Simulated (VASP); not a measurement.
A run of VASP 6.6.1 is set up as follows.

The input POSCAR:

```
ZrS2
1.0
    3.6744423435     -0.0000000029      0.0000000000
   -1.8372211693      3.1821604157      0.0000000000
    0.0000000000      0.0000000000      5.8609703656
Zr S
1 2
Direct
    0.0000000000      0.0000000000      0.0000000000
    0.6666666667      0.3333333333      0.7538762885
    0.3333333333      0.6666666667      0.2461237115
```

Contents of INCAR.step1:

```
ALGO     = Normal         # electronic algorithm
EDIFF    = 1E-5           # SCF threshold, eV
ENCUT    = 550            # plane-wave cutoff, eV
GGA      = PE             # functional
GGA_COMPAT= False        
ISMEAR   = 0              # smearing method
LASPH    = True           # aspherical terms in the spheres
LCHARG   = False          # write CHGCAR
LREAL    = False          # projectors in reciprocal space
LWAVE    = True           # write WAVECAR
NBANDS   = 19             # bands
NELM     = 120            # most SCF steps
PREC     = Accurate       # precision mode
SIGMA    = 0.02           # smearing width, eV
```

The input INCAR.step2:

```
ALGO     = Normal         # electronic algorithm
BPARAM   = 11.95        
CPARAM   = 0.0093       
EDIFF    = 1E-6           # SCF threshold, eV
ENCUT    = 550            # plane-wave cutoff, eV
GGA_COMPAT= False        
ISIF     = 2              # what is computed and relaxed
ISMEAR   = 0              # smearing method
ISTART   = 1            
IVDW_NL  = 2            
LASPH    = True           # aspherical terms in the spheres
LCHARG   = False          # write CHGCAR
LMIXTAU  = True         
LREAL    = False          # projectors in reciprocal space
LUSE_VDW = True         
LWAVE    = False          # write WAVECAR
METAGGA  = R2SCAN         # meta-GGA
NBANDS   = 19             # bands
NELM     = 120            # most SCF steps
PREC     = Accurate       # precision mode
SIGMA    = 0.02           # smearing width, eV
```

Contents of KPOINTS:

```
k-points
0
Gamma
  9 9 6
```

Potentials or basis: VASP PAW PBE potentials, release 64 (Zr_sv, S).

Run with:

```console
$ cat potpaw_PBE.64/Zr_sv/POTCAR potpaw_PBE.64/S/POTCAR > POTCAR
$ cp INCAR.step1 INCAR
$ mpirun -np 1 vasp_std > vasp.out
$ cp INCAR.step2 INCAR
$ mpirun -np 1 vasp_std > vasp.out
```

**Question.** Estimate the pressure.

**Answer.** 0.0 GPa.

**Question.** Estimate the band gap on the k mesh.

**Answer.** 1.21 eV, indirect (least direct gap 1.81 eV).

**Question.** Estimate the largest force.

**Answer.** 0.012 eV/Å.

Forces in eV/Å, atoms in the order of the input:
```
Zr   0.000  0.000  0.000
S    0.000  0.000 -0.012
S    0.000  0.000  0.012
```

Caveat: the PAW data sets were made with another functional, which shifts forces and pressure a little. r2SCAN opens gaps a little over a GGA but as a rule still falls short of measured ones.
